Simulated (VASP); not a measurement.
Input of a VASP 6.6.1 run:

File INCAR:

```
  ALGO = Normal
  DIPOL = 0.5 0.5 0.394
  EDIFF = 1E-6
  ENCUT = 520
  GGA = PE
  IDIPOL = 3
  ISIF = 2
  ISMEAR = 0
  IVDW = 12
  LASPH = True
  LCHARG = False
  LDIPOL = True
  LREAL = False
  LWAVE = False
  NBANDS = 35
  NELM = 100
  PREC = Accurate
  SIGMA = 0.05
```

The input KPOINTS:

```
k-points
0
Gamma
  9 9 1
```

Contents of POSCAR:

```
WS2
1.0
    3.1595457497      0.0000000000      0.0000000000
   -1.5797728749      2.7362468836      0.0000000000
    0.0000000000      0.0000000000     23.8042575719
S W
4 2
Direct
    0.3333333333      0.6666666667      0.1890418126
    0.3333333333      0.6666666667      0.3214605103
    0.8333333333      0.6666666667      0.4668126596
    0.8333333333      0.6666666667      0.5992313572
    0.6666666667      0.3333333333      0.2552511581
    0.5000000000      1.0000000000      0.5330220050
```

Potentials or basis: VASP PAW PBE potentials, release 64 (S, W_sv).

Command:

```bash
$ cat potpaw_PBE.64/S/POTCAR potpaw_PBE.64/W_sv/POTCAR > POTCAR
$ mpirun -np 1 vasp_std > vasp.out
```

**Question.** Predict the largest force.

**Answer.** 0.052 eV/Å.

**Question.** Estimate the band gap on the k mesh.

**Answer.** 1.76 eV, indirect (least direct gap 1.91 eV).

Forces in eV/Å, atoms in the order of the input:
```
S    0.000 -0.002  0.005
S    0.000  0.004  0.052
S    0.000 -0.004 -0.052
S    0.000  0.002 -0.005
W    0.000  0.005  0.047
W    0.000 -0.005 -0.047
```

Caveat: spin-orbit coupling is left out, which moves the levels of the heavy elements.
